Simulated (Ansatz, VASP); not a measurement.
**Two plane-wave programs on HfO2**

```xyz
24
Lattice="4.9914 0.0000 0.0000 0.0000 9.8818 0.0000 0.0000 0.0000 5.1569" Properties=species:S:1:pos:R:3 pbc="T T T"
Hf    3.7119    8.7444    4.9770
Hf    1.2162    6.0783    0.1800
Hf    1.2795    3.8035    2.7585
Hf    3.7752    1.1374    2.3985
Hf    1.2795    1.1374    0.1800
Hf    3.7752    3.8035    4.9770
Hf    3.7119    6.0783    2.3985
Hf    1.2162    8.7444    2.7585
O     4.2956    7.8447    3.1853
O     1.7999    6.9780    1.9717
O     0.6958    2.9038    4.5502
O     3.1915    2.0371    0.6068
O     0.6958    2.0371    1.9717
O     3.1915    2.9038    3.1853
O     4.2956    6.9780    0.6068
O     1.7999    7.8447    4.5502
O     2.5114    9.6333    1.3522
O     0.0157    5.1895    3.8047
O     2.4800    4.6924    1.2262
O     4.9757    0.2485    3.9307
O     2.4800    0.2485    3.8047
O     4.9757    4.6924    1.3522
O     2.5114    5.1895    3.9307
O     0.0157    9.6333    1.2262
```

Change from the starting cell: volume scaled by 0.96, ions relaxed.

Alike in both runs: functional PBE; k mesh 5 × 3 × 5; occupations fermi-dirac, width 0.02 eV; no spin polarisation.

Ansatz relaxed the structure, and its values are those at the end. VASP's run is a single point on that final structure, the one shown.

|  | VASP | Ansatz |
| --- | --- | --- |
| version | VASP 6.6.1 | Ansatz 0.2.0 |
| potentials or method | VASP PAW PBE potentials, release 64 (Hf_pv, O) | plane-wave PAW, scalar-relativistic |
| plane-wave cutoff (eV) | 520 | 420 |
| valence electrons in the cell | 176 | 304 |

```tsv
	VASP	Ansatz	Ansatz less VASP
gap on the k mesh at the Fermi level (eV)	4.47	4.49	+0.028
pressure (GPa)	12.5	16.1	+3.60
rms of the force components (eV/Å)	0.029	0.004	-0.0248
```

With one functional, cell and mesh, what is left measures potentials, basis and numerics. VASP's potentials hold 176 valence electrons a cell and Ansatz's 304, so a difference there can come from the potentials and not from the codes. Ansatz's warnings: stress scf threshold loose.

Neither program's run includes spin-orbit coupling.
